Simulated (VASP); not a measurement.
# Ta3N (P-3m1) in VASP: single point with PBE

Aim: the single point of Ta3N with PBE.

Everything below comes from runs of VASP 6.6.1. Logs are shortened: lines on timing, memory, paths and dates and some standing lists are left out, and cuts for length are marked.

**1. The cell of the first run**

It takes space group P-3m1 (No. 164, trigonal). The conventional cell has a = 3.032 Å, b = 3.032 Å, c = 7.524 Å, α = 90.00°, β = 90.00°, γ = 120.00°. Ta (site symmetry -3m) has 12 Ta at 3.01 to 3.03 Å and 2 N at 3.76 Å within 4.0 Å. Ta (site symmetry 3m) has 3 N at 2.19 Å and 12 Ta at 3.01 to 3.15 Å within 3.2 Å. N (site symmetry -3m) has 6 Ta at 2.19 Å within 2.9 Å.

**2. Single point, PBE**

The input, INCAR:

```
SYSTEM = Ta3N
PREC = Accurate ; ENCUT = 700
EDIFF = 1E-6 ; ISMEAR = 0
SIGMA = 0.1 ; LREAL = .FALSE.
LASPH = .TRUE. ; NELM = 120
ALGO = Normal ; ISIF = 2
LWAVE = .FALSE. ; LCHARG = .FALSE.
GGA = PE ; NBANDS = 30
GGA_COMPAT = .FALSE.
```

The input, KPOINTS:

```
regular mesh
0
G
  1 1 1
  0 0 0
```

The input, POSCAR:

```
Ta3N
1.0
    3.0322239879      0.0000000000      0.0000000000
   -1.5161119940      2.6259830035      0.0000000000
    0.0000000000      0.0000000000      7.5241370000
Ta N
3 1
Direct
    0.0000000000      0.0000000000      0.5000000000
    0.3333333333      0.6666666667      0.1739300000
    0.6666666667      0.3333333333      0.8260700000
    0.0000000000      0.0000000000      0.0000000000
```

Potentials or basis: VASP PAW PBE potentials, release 64 (Ta_sv_GW, N).

Command:

```
> cat potpaw_PBE.64/Ta_sv_GW/POTCAR potpaw_PBE.64/N/POTCAR > POTCAR
> mpirun -np 1 vasp_gam > vasp.out
```

OUTCAR:

```text
SYSTEM = Ta3N
   PREC = Accurate
   ENCUT = 700
   EDIFF = 1E-6
   ISMEAR = 0
   LREAL = .FALSE.
   LASPH = .TRUE.
   NELM = 120
   ISIF = 2
   GGA = PE

 ion  position               nearest neighbor table
   1  0.000  0.000  0.500-   2 3.01   3 3.01   3 3.01   2 3.01   3 3.01   2 3.01
   2  0.333  0.667  0.174-   4 2.19   4 2.19   4 2.19   1 3.01   1 3.01   1 3.01   3 3.15   3 3.15
                             3 3.15
   3  0.667  0.333  0.826-   4 2.19   4 2.19   4 2.19   1 3.01   1 3.01   1 3.01   2 3.15   2 3.15
                             2 3.15
   4  0.000  0.000  0.000-   2 2.19   3 2.19   3 2.19   2 2.19   3 2.19   2 2.19

  LATTYP: Found a hexagonal cell.
 ALAT       =     3.0322239879
 C/A-ratio  =     2.4813922158

  Lattice vectors:

 A1 = (   3.0322239879,   0.0000000000,   0.0000000000)
 A2 = (  -1.5161119940,   2.6259830035,   0.0000000000)
 A3 = (   0.0000000000,   0.0000000000,   7.5241370000)

Analysis of symmetry for initial positions (statically):
=====================================================================
 Subroutine PRICEL returns:
 Original cell was already a primitive cell.

 Routine SETGRP: Setting up the symmetry group for a
 hexagonal supercell.

 Subroutine GETGRP returns: Found 12 space group operations
 (whereof 12 operations were pure point group operations)
 out of a pool of 24 trial point group operations.

The static configuration has the point symmetry D_3d.

Analysis of symmetry for dynamics (positions and initial velocities):
=====================================================================
 Subroutine PRICEL returns:
 Original cell was already a primitive cell.

 Routine SETGRP: Setting up the symmetry group for a
 hexagonal supercell.

 Subroutine GETGRP returns: Found 12 space group operations
 (whereof 12 operations were pure point group operations)
 out of a pool of 24 trial point group operations.

The dynamic configuration has the point symmetry D_3d.

 Subroutine INISYM returns: Found 12 space group operations
 (whereof 12 operations are pure point group operations),
 and found     1 'primitive' translations

----------------------------------------------------------------------------------------

                                     Primitive cell

  volume of cell :      59.9115

  direct lattice vectors                    reciprocal lattice vectors
     3.032223988  0.000000000  0.000000000     0.329790940  0.190404888  0.000000000
    -1.516111994  2.625983004  0.000000000     0.000000000  0.380809776  0.000000000
     0.000000000  0.000000000  7.524137000     0.000000000  0.000000000  0.132905608

  length of vectors
     3.032223988  3.032223988  7.524137000     0.380809776  0.380809776  0.132905608

  position of ions in fractional coordinates (direct lattice)
     0.000000000  0.000000000  0.500000000
     0.333333333  0.666666667  0.173930000
     0.666666667  0.333333333  0.826070000
     0.000000000  0.000000000  0.000000000

  ion indices of the primitive-cell ions
   primitive index   ion index
                 1           1
                 2           2
                 3           3
                 4           4

----------------------------------------------------------------------------------------

 KPOINTS: regular mesh

Automatic generation of k-mesh.
 Grid dimensions read from file:
 generate k-points for:    1    1    1

 Generating k-lattice:

  Cartesian coordinates                     Fractional coordinates (reciprocal lattice)
     0.329790940  0.190404888  0.000000000     1.000000000  0.000000000  0.000000000
     0.000000000  0.380809776  0.000000000     0.000000000  1.000000000  0.000000000
     0.000000000  0.000000000  0.132905608     0.000000000  0.000000000  1.000000000

  Length of vectors
     0.380809776  0.380809776  0.132905608

  Shift w.r.t. Gamma in fractional coordinates (k-lattice)
     0.000000000  0.000000000  0.000000000

 Subroutine IBZKPT returns following result:
 ===========================================

 Found      1 irreducible k-points:

 Following reciprocal coordinates:
            Coordinates               Weight
  0.000000  0.000000  0.000000      1.000000
   k-points           NKPTS =      1   k-points in BZ     NKDIM =      1   number of bands    NBANDS=     30
   number of dos      NEDOS =    301   number of ions     NIONS =      4
   total plane-waves  NPLWV =  54880
   dimension x,y,z NGX =    28 NGY =   28 NGZ =   70
   dimension x,y,z NGXF=    56 NGYF=   56 NGZF=  140
   ions per type =               3   1
   NGX,Y,Z   is equivalent  to a cutoff of  15.35, 15.35, 15.47 a.u.
   NGXF,Y,Z  is equivalent  to a cutoff of  30.70, 30.70, 30.93 a.u.
 SYSTEM =  Ta3N
   PREC   = accura    normal or accurate (medium, high low for compatibility)
   ISTART =      0    job   : 0-new  1-cont  2-samecut
   ICHARG =      2    charge: 1-file 2-atom 10-const
   ISPIN  =      1    spin polarized calculation?
   LNONCOLLINEAR =      F non collinear calculations
   LSORBIT =      F    spin-orbit coupling
   LASPH  =      T    aspherical Exc in radial PAW
   ENCUT  =  700.0 eV  51.45 Ry    7.17 a.u.   6.54  6.54 16.23*2*pi/ulx,y,z
   NELM   =    120;   NELMIN=  2; NELMDL= -5     # of ELM steps
   EDIFF  = 0.1E-05   stopping-criterion for ELM
   LREAL  =      F    real-space projection
   EDIFFG = 0.1E-04   stopping-criterion for IOM
   NSW    =      0    number of steps for IOM
   IBRION =     -1    ionic relax: 0-MD 1-quasi-New 2-CG
   NFREE  =      0    steps in history (QN), initial steepest desc. (CG)
   ISIF   =      2    stress and relaxation
   ISYM   =      2    0-nonsym 1-usesym 2-fastsym
   POTIM  = 0.5000    time-step for ionic-motion
   TEBEG  =    0.0;   TEEND  =   0.0 temperature during run
   PSTRESS=    0.0 pullay stress
   NELECT =      44.0000    total number of electrons
   NUPDOWN=      -1.0000    fix difference up-down
   EMIN   =  10.00;   EMAX   =-10.00  energy-range for DOS
   EFERMI =   0.00;   METHOD = LEGACY
   ISMEAR =     0;   SIGMA  =   0.10  broadening in eV -4-tet -1-fermi 0-gaus
   EFERMI_NEDOS =   21; number of points for ismear=-14 and -15
   IALGO  =     38    algorithm
   IMIX   =      4    mixing-type and parameters
     AMIX     =   0.40;   BMIX     =  1.00
     AMIX_MAG =   1.60;   BMIX_MAG =  1.00
  volume/ion in A,a.u.               =      14.98       101.08
  Fermi-wavevector in a.u.,A,eV,Ry     =   1.477029  2.791181 29.682679  2.181615
  Thomas-Fermi vector in A             =   2.591483
   LORBIT       =      0    0 simple, 1 ext, 2 COOP (PROOUT), +10 PAW based schemes
   GGA     = PE    functional components
   LHFCALC =     F    Hartree Fock is set to
   AEXX    =    0.0000 exact exchange contribution
   IVDW    =     0    specifies the selected vdW correction
   LEPSILON=     F    determine dielectric tensor
   LRPA    =     F    only Hartree local field effects (RPA)
 non-spin polarized calculation
 Gauss-broadening in eV      SIGMA  =   0.10
  energy-cutoff  :      700.00
  volume of cell :       59.91
 maximum number of plane-waves:      1265
 NGX is ok and might be reduce to    28
   NGX = 13   NGY = 13   NGZ = 33

 number of electron      44.0000000 magnetization

 Free energy of the ion-electron system (eV)
  ---------------------------------------------------
  ext. energy  EPLUGINS =         0.00000000
  ---------------------------------------------------
  free energy    TOTEN  =       -48.32013417 eV

  energy without entropy =      -48.16279202  energy(sigma->0) =      -48.24146310

 E-fermi :  11.2480     XC(G=0): -12.9504

 val. band max:       11.1879015446   @ k =   0.0000   0.0000   0.0000
 cond. band min:      11.3080580995   @ k =   0.0000   0.0000   0.0000
 fundamental gap:      0.1201565549
 Fermi energy:        11.2479844330

 k-point     1 :       0.0000    0.0000    0.0000
  band No.  band energies     occupation
      1     -56.6075      2.00000
      2     -56.2843      2.00000
      3     -56.2603      2.00000
      4     -23.3210      2.00000
      5     -23.2368      2.00000
      6     -22.8373      2.00000
[... 22 lines left out ...]
     29      13.7727      0.00000
     30      14.7777      0.00000

------------------------ aborting loop because EDIFF is reached ----------------------------------------

  FORCE on cell =-STRESS in cart. coord.  units (eV):
  Direction    XX          YY          ZZ          XY          YZ          ZX
  --------------------------------------------------------------------------------------
  -------------------------------------------------------------------------------------
  Total       16.0736399     16.0736399     15.9749105     -0.0000000      0.0000000      0.0000000
  in kB      429.8480219    429.8480219    427.2077580     -0.0000000      0.0000000      0.0000000
  external PRESSURE =     428.9679339 kB  Pullay stress =       0.0000000 kB

 VOLUME and BASIS-vectors are now :
 -----------------------------------------------------------------------------
  energy-cutoff  :      700.00
  volume of cell :       59.91
      direct lattice vectors                 reciprocal lattice vectors
     3.032223988  0.000000000  0.000000000     0.329790940  0.190404888  0.000000000
    -1.516111994  2.625983004  0.000000000     0.000000000  0.380809776  0.000000000
     0.000000000  0.000000000  7.524137000     0.000000000  0.000000000  0.132905608

 POSITION                                       TOTAL-FORCE (eV/Angst)
 -----------------------------------------------------------------------------------
      0.00000      0.00000      3.76207         0.000000      0.000000      0.000000
     -0.00000      1.75066      1.30867        -0.000000      0.000000     -9.625396
      1.51611      0.87533      6.21546         0.000000     -0.000000      9.625396
      0.00000      0.00000      0.00000         0.000000      0.000000      0.000000
 -----------------------------------------------------------------------------------
    total drift:                                0.000000     -0.000000     -0.000000

  FREE ENERGIE OF THE ION-ELECTRON SYSTEM (eV)
  ---------------------------------------------------
  free  energy   TOTEN  =       -48.3201341669 eV

  energy  without entropy=      -48.1627920249  energy(sigma->0) =      -48.24146310
```

Run time: 38 s. Hardware: 1 thread of AMD EPYC 7R13 (Zen 3), shared host; peak memory 0.19 GiB.

Results:

```yaml
Free_energy: -48.3201 eV
Pressure: 42.9 GPa
Largest_force: 9.625 eV/Å
```

Forces on the atoms (eV/Å):
```
Ta   0.000  0.000  0.000
Ta   0.000  0.000 -9.625
Ta   0.000  0.000  9.625
N    0.000  0.000  0.000
```

Caveat: the k points lie up to 2.39 Å⁻¹ apart, too coarse for converged energies, forces and pressures; spin-orbit coupling is left out, which moves the levels of the heavy elements; forces of over 1 eV/Å act on the atoms, so gaps and moduli don't describe the material at rest.
